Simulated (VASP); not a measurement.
# TaN (P-6m2) in VASP: further runs

The runs below take TaN through single point, with PBEsol.

Program: VASP 6.6.1. These are calculated values, not measurements. Logs are shortened: lines on timing, memory, paths and dates and some standing lists are left out, and cuts for length are marked.

## 1. The cell of the first run

Symmetry: P-6m2, No. 187, hexagonal system. The conventional cell has a = 2.722 Å, b = 2.722 Å, c = 2.782 Å, α = 90.00°, β = 90.00°, γ = 120.00°. Ta (site symmetry -6m2) has 6 N at 2.10 Å and 8 Ta at 2.72 to 2.78 Å within 2.8 Å. N (site symmetry -6m2) has 6 Ta at 2.10 Å and 8 N at 2.72 to 2.78 Å within 2.8 Å.

## 2. Single point, PBEsol (volume 8.928 Å^3 an atom, c/a of the conventional cell 1.0219)

INCAR reads:

```
PREC = Accurate
ENCUT = 520
EDIFF = 1E-7
ISMEAR = 0
SIGMA = 0.15
LREAL = F
LASPH = T
NELM = 100
ALGO = Normal
ISIF = 2
LWAVE = F
LCHARG = F
GGA = PS
NBANDS = 15
```

KPOINTS reads:

```
Automatic mesh
0
Gamma
  21 21 18
```

POSCAR reads:

```
TaN
1.0
    2.7223777219      0.0000000000      0.0000000000
   -1.3611888609      2.3576482659      0.0000000000
    0.0000000000      0.0000000000      2.7819977941
Ta N
1 1
Direct
    0.3333333333      0.6666666667      0.5000000000
    0.0000000000      0.0000000000      0.0000000000
```

Potentials or basis: VASP PAW PBE potentials, release 64 (Ta_pv, N).

Run with:

```bash
> cat potpaw_PBE.64/Ta_pv/POTCAR potpaw_PBE.64/N/POTCAR > POTCAR
> mpirun -np 1 vasp_std > vasp.out
```

OUTCAR:

```text
PREC = Accurate
   ENCUT = 520
   EDIFF = 1E-7
   ISMEAR = 0
   LREAL = F
   LASPH = T
   NELM = 100
   ISIF = 2
   GGA = PS

 ion  position               nearest neighbor table
   1  0.333  0.667  0.500-   2 2.10   2 2.10   2 2.10   2 2.10   2 2.10   2 2.10
   2  0.000  0.000  0.000-   1 2.10   1 2.10   1 2.10   1 2.10   1 2.10   1 2.10

  LATTYP: Found a hexagonal cell.
 ALAT       =     2.7223777219
 C/A-ratio  =     1.0219000000

  Lattice vectors:

 A1 = (   2.7223777219,   0.0000000000,   0.0000000000)
 A2 = (  -1.3611888609,   2.3576482659,   0.0000000000)
 A3 = (   0.0000000000,   0.0000000000,   2.7819977941)

Analysis of symmetry for initial positions (statically):
=====================================================================
 Subroutine PRICEL returns:
 Original cell was already a primitive cell.

 Routine SETGRP: Setting up the symmetry group for a
 hexagonal supercell.

 Subroutine GETGRP returns: Found 12 space group operations
 (whereof 12 operations were pure point group operations)
 out of a pool of 24 trial point group operations.

The static configuration has the point symmetry D_3h.

Analysis of symmetry for dynamics (positions and initial velocities):
=====================================================================
 Subroutine PRICEL returns:
 Original cell was already a primitive cell.

 Routine SETGRP: Setting up the symmetry group for a
 hexagonal supercell.

 Subroutine GETGRP returns: Found 12 space group operations
 (whereof 12 operations were pure point group operations)
 out of a pool of 24 trial point group operations.

The dynamic configuration has the point symmetry D_3h.

 Subroutine INISYM returns: Found 12 space group operations
 (whereof 12 operations are pure point group operations),
 and found     1 'primitive' translations

----------------------------------------------------------------------------------------

                                     Primitive cell

  volume of cell :      17.8560

  direct lattice vectors                    reciprocal lattice vectors
     2.722377722  0.000000000  0.000000000     0.367325956  0.212075740  0.000000000
    -1.361188861  2.357648266  0.000000000     0.000000000  0.424151479  0.000000000
     0.000000000  0.000000000  2.781997794     0.000000000  0.000000000  0.359453915

  length of vectors
     2.722377722  2.722377722  2.781997794     0.424151479  0.424151479  0.359453915

  position of ions in fractional coordinates (direct lattice)
     0.333333333  0.666666667  0.500000000
     0.000000000  0.000000000  0.000000000

  ion indices of the primitive-cell ions
   primitive index   ion index
                 1           1
                 2           2

----------------------------------------------------------------------------------------

 KPOINTS: Automatic mesh

Automatic generation of k-mesh.
 Grid dimensions read from file:
 generate k-points for:   21   21   18

 Generating k-lattice:

  Cartesian coordinates                     Fractional coordinates (reciprocal lattice)
     0.017491712  0.010098845  0.000000000     0.047619048 -0.000000000  0.000000000
     0.000000000  0.020197689  0.000000000     0.000000000  0.047619048  0.000000000
     0.000000000  0.000000000  0.019969662     0.000000000  0.000000000  0.055555556

  Length of vectors
     0.020197689  0.020197689  0.019969662

  Shift w.r.t. Gamma in fractional coordinates (k-lattice)
     0.000000000  0.000000000  0.000000000

 Subroutine IBZKPT returns following result:
 ===========================================

 Found    480 irreducible k-points:

 Following reciprocal coordinates:
            Coordinates               Weight
  0.000000  0.000000  0.000000      1.000000
  0.047619  0.000000  0.000000      6.000000
  0.095238  0.000000  0.000000      6.000000
  0.142857 -0.000000  0.000000      6.000000
  0.190476  0.000000  0.000000      6.000000
  0.238095  0.000000  0.000000      6.000000
[... 16 lines left out ...]
  0.142857  0.095238  0.000000     12.000000
  0.190476  0.095238  0.000000     12.000000
 [... further k-points ...]
   k-points           NKPTS =    480   k-points in BZ     NKDIM =    480   number of bands    NBANDS=     15
   number of dos      NEDOS =    301   number of ions     NIONS =      2
   total plane-waves  NPLWV =   9600
   dimension x,y,z NGX =    20 NGY =   20 NGZ =   24
   dimension x,y,z NGXF=    40 NGYF=   40 NGZF=   48
   ions per type =               1   1
   NGX,Y,Z   is equivalent  to a cutoff of  12.21, 12.21, 14.34 a.u.
   NGXF,Y,Z  is equivalent  to a cutoff of  24.43, 24.43, 28.68 a.u.
 SYSTEM =  unknown system
   PREC   = accura    normal or accurate (medium, high low for compatibility)
   ISTART =      0    job   : 0-new  1-cont  2-samecut
   ICHARG =      2    charge: 1-file 2-atom 10-const
   ISPIN  =      1    spin polarized calculation?
   LNONCOLLINEAR =      F non collinear calculations
   LSORBIT =      F    spin-orbit coupling
   LASPH  =      T    aspherical Exc in radial PAW
   ENCUT  =  520.0 eV  38.22 Ry    6.18 a.u.   5.06  5.06  5.17*2*pi/ulx,y,z
   NELM   =    100;   NELMIN=  2; NELMDL= -5     # of ELM steps
   EDIFF  = 0.1E-06   stopping-criterion for ELM
   LREAL  =      F    real-space projection
   EDIFFG = 0.1E-05   stopping-criterion for IOM
   NSW    =      0    number of steps for IOM
   IBRION =     -1    ionic relax: 0-MD 1-quasi-New 2-CG
   NFREE  =      0    steps in history (QN), initial steepest desc. (CG)
   ISIF   =      2    stress and relaxation
   ISYM   =      2    0-nonsym 1-usesym 2-fastsym
   POTIM  = 0.5000    time-step for ionic-motion
   TEBEG  =    0.0;   TEEND  =   0.0 temperature during run
   PSTRESS=    0.0 pullay stress
   NELECT =      16.0000    total number of electrons
   NUPDOWN=      -1.0000    fix difference up-down
   EMIN   =  10.00;   EMAX   =-10.00  energy-range for DOS
   EFERMI =   0.00;   METHOD = LEGACY
   ISMEAR =     0;   SIGMA  =   0.15  broadening in eV -4-tet -1-fermi 0-gaus
   EFERMI_NEDOS =   21; number of points for ismear=-14 and -15
   IALGO  =     38    algorithm
   IMIX   =      4    mixing-type and parameters
     AMIX     =   0.40;   BMIX     =  1.00
     AMIX_MAG =   1.60;   BMIX_MAG =  1.00
  volume/ion in A,a.u.               =       8.93        60.25
  Fermi-wavevector in a.u.,A,eV,Ry     =   1.578290  2.982535 33.892097  2.490999
  Thomas-Fermi vector in A             =   2.678843
   LORBIT       =      0    0 simple, 1 ext, 2 COOP (PROOUT), +10 PAW based schemes
   GGA     = PS    functional components
   LHFCALC =     F    Hartree Fock is set to
   AEXX    =    0.0000 exact exchange contribution
   IVDW    =     0    specifies the selected vdW correction
   LEPSILON=     F    determine dielectric tensor
   LRPA    =     F    only Hartree local field effects (RPA)
 non-spin polarized calculation
 Gauss-broadening in eV      SIGMA  =   0.15
  energy-cutoff  :      520.00
  volume of cell :       17.86
 maximum number of plane-waves:       504
   NGX = 11   NGY = 11   NGZ = 11

 number of electron      16.0000003 magnetization

 Free energy of the ion-electron system (eV)
  ---------------------------------------------------
  ext. energy  EPLUGINS =         0.00000000
  ---------------------------------------------------
  free energy    TOTEN  =       -22.91381352 eV

  energy without entropy =      -22.91270027  energy(sigma->0) =      -22.91325689

 E-fermi :  10.1546     XC(G=0): -14.5667

 val. band max:       10.1265500256   @ k =   0.0000   0.0000   0.3889
 cond. band min:      10.1750346151   @ k =   0.4762   0.0476   0.5000
 fundamental gap:      0.0484845895
 Fermi energy:        10.1545996141

 k-point     1 :       0.0000    0.0000    0.0000
  band No.  band energies     occupation
      1     -24.2502      2.00000
      2     -23.6040      2.00000
      3     -23.6040      2.00000
      4      -8.9883      2.00000
      5       4.8546      2.00000
      6       5.0955      2.00000
      7       5.0955      2.00000
      8       6.8705      2.00000
      9      14.2760      0.00000
     10      14.4312      0.00000
     11      14.4312      0.00000
     12      15.2446      0.00000
     13      15.2446      0.00000
     14      24.1596      0.00000
     15      24.9323      0.00000

 k-point     2 :       0.0476    0.0000    0.0000
  band No.  band energies     occupation
      1     -24.2429      2.00000
      2     -23.6600      2.00000
      3     -23.6151      2.00000
      4      -8.9169      2.00000
      5       4.7923      2.00000
      6       5.0881      2.00000
      7       5.1479      2.00000
      8       6.7672      2.00000
      9      14.2683      0.00000
     10      14.4415      0.00000
     11      14.5187      0.00000
     12      15.2058      0.00000
     13      15.3286      0.00000
     14      24.1608      0.00000
     15      24.9123      0.00000

 k-point     3 :       0.0952    0.0000    0.0000
  band No.  band energies     occupation
      1     -24.2213      2.00000
      2     -23.8203      2.00000
      3     -23.6473      2.00000
      4      -8.7107      2.00000
      5       4.4145      2.00000
      6       5.2958      2.00000
      7       5.2984      2.00000
      8       6.4805      2.00000
      9      13.8977      0.00000
     10      14.4806      0.00000
     11      15.0944      0.00000
     12      15.1098      0.00000
     13      15.5496      0.00000
     14      24.1632      0.00000
     15      24.8526      0.00000
[... 343 lines left out ...]
 k-point    23 :       0.1429    0.0952    0.0000
  band No.  band energies     occupation
      1     -24.4474      2.00000
      2     -24.1263      2.00000
      3     -23.8174      2.00000
      4      -7.8207      2.00000
      5       3.0593      2.00000
      6       5.4185      2.00000
      7       5.8058      2.00000
      8       6.2676      2.00000
      9      12.6457      0.00000
     10      14.3632      0.00000
     11      14.9618      0.00000
     12      16.4830      0.00000
     13      17.1983      0.00000
     14      24.1881      0.00000
     15      24.8308      0.00000

 k-point    24 :       0.1905    0.0952    0.0000
  band No.  band energies     occupation
      1     -24.7321      2.00000
      2     -24.0789      2.00000
      3     -23.9036      2.00000
      4      -7.3806      2.00000
      5       2.5245      2.00000
      6       4.9730      2.00000
      7       5.9923      2.00000
      8       6.6393      2.00000
      9      12.3181      0.00000
     10      14.0035      0.00000
     11      15.3872      0.00000
     12      16.8090      0.00000
     13      17.9801      0.00000
     14      24.2048      0.00000
     15      25.0165      0.00000

 [... further k-points ...]
[... 5 lines left out ...]
  --------------------------------------------------------------------------------------
  -------------------------------------------------------------------------------------
  Total       11.2368133     11.2368133      8.4744140      0.0000000      0.0000000      0.0000000
  in kB     1008.2531067   1008.2531067    760.3894461      0.0000000      0.0000000      0.0000000
  external PRESSURE =     925.6318865 kB  Pullay stress =       0.0000000 kB

 VOLUME and BASIS-vectors are now :
 -----------------------------------------------------------------------------
  energy-cutoff  :      520.00
  volume of cell :       17.86
      direct lattice vectors                 reciprocal lattice vectors
     2.722377722  0.000000000  0.000000000     0.367325956  0.212075740  0.000000000
    -1.361188861  2.357648266  0.000000000     0.000000000  0.424151479  0.000000000
     0.000000000  0.000000000  2.781997794     0.000000000  0.000000000  0.359453915

 POSITION                                       TOTAL-FORCE (eV/Angst)
 -----------------------------------------------------------------------------------
     -0.00000      1.57177      1.39100         0.000000      0.000000      0.000000
      0.00000      0.00000      0.00000        -0.000000      0.000000      0.000000
 -----------------------------------------------------------------------------------
    total drift:                                0.000000     -0.000000     -0.000000

  FREE ENERGIE OF THE ION-ELECTRON SYSTEM (eV)
  ---------------------------------------------------
  free  energy   TOTEN  =       -22.9138135153 eV

  energy  without entropy=      -22.9127002699  energy(sigma->0) =      -22.91325689
```

It took 70 s on 1 thread of Intel Xeon 6975P-C, shared host; peak memory 0.24 GiB.

Results:

```
Free energy            : -22.9138 eV
Pressure               : 92.6 GPa
Band gap on the k mesh : zero (band 8 reaches 10.45 eV, above the bottom of band 9 at 9.93 eV)
```

Stress tensor (GPa, compression positive):
```
100.83   0.00   0.00
  0.00 100.83   0.00
  0.00   0.00  76.04
```

Levels at points of the mesh, in eV from the Fermi level:
```
           k point  band 6  band 7  band 8  band 9  band 10  band 11
(0.00, 0.00, 0.00)   -5.06   -5.06   -3.28    4.12     4.28     4.28
(0.00, 0.00, 0.50)   -4.03   -4.03   -0.23   -0.23     2.33     4.23
```

Caveat: the PAW data sets were made with another functional, which shifts forces and pressure a little; spin-orbit coupling is left out, which moves the levels of the heavy elements.

## 3. Single point, PBEsol (volume 8.928 Å^3 an atom, c/a of the conventional cell 1.0637)

INCAR reads:

```
PREC     = Accurate       # precision mode
ENCUT    = 520            # plane-wave cutoff, eV
EDIFF    = 1E-7           # SCF threshold, eV
ISMEAR   = 0              # smearing method
SIGMA    = 0.15           # smearing width, eV
LREAL    = F              # projectors in reciprocal space
LASPH    = T              # aspherical terms in the spheres
NELM     = 80             # most SCF steps
ALGO     = Normal         # electronic algorithm
ISIF     = 2              # what is computed and relaxed
LWAVE    = F              # write WAVECAR
LCHARG   = T              # write CHGCAR
GGA      = PS             # functional
LELF     = T              # ELF
LVHAR    = T            
NBANDS   = 15             # bands
```

KPOINTS reads:

```
regular mesh
0
Gamma
  21 21 18
```

POSCAR reads:

```
TaN
1.0
    2.6862398990      0.0000000000      0.0000000000
   -1.3431199495      2.3263519932      0.0000000000
    0.0000000000      0.0000000000      2.8573533806
Ta N
1 1
Direct
    0.3333333333      0.6666666667      0.5000000000
    0.0000000000      0.0000000000      0.0000000000
```

Potentials or basis: VASP PAW PBE potentials, release 64 (Ta_pv, N).

Run with:

```bash
> cat potpaw_PBE.64/Ta_pv/POTCAR potpaw_PBE.64/N/POTCAR > POTCAR
> mpirun -np 1 vasp_std > vasp.out
```

It took 72 s on 1 thread of Intel Xeon 6975P-C, shared host; peak memory 0.24 GiB.

Results (log left out):

```yaml
Free_energy: -22.7881 eV
Pressure: 91.6 GPa
Band_gap_on_the_k_mesh: zero (band 8 reaches 10.35 eV, above the bottom of band 9 at 9.87 eV)
```

Stress tensor (GPa, compression positive):
```
111.48   0.00   0.00
  0.00 111.48   0.00
  0.00   0.00  51.96
```

Levels at points of the mesh, in eV from the Fermi level:
```
           k point  band 6  band 7  band 8  band 9  band 10  band 11
(0.00, 0.00, 0.00)   -4.60   -4.60   -3.42    4.06     4.06     4.66
(0.00, 0.00, 0.50)   -3.52   -3.52   -0.21   -0.21     1.63     4.63
```

Caveat: the PAW data sets were made with another functional, which shifts forces and pressure a little; spin-orbit coupling is left out, which moves the levels of the heavy elements.
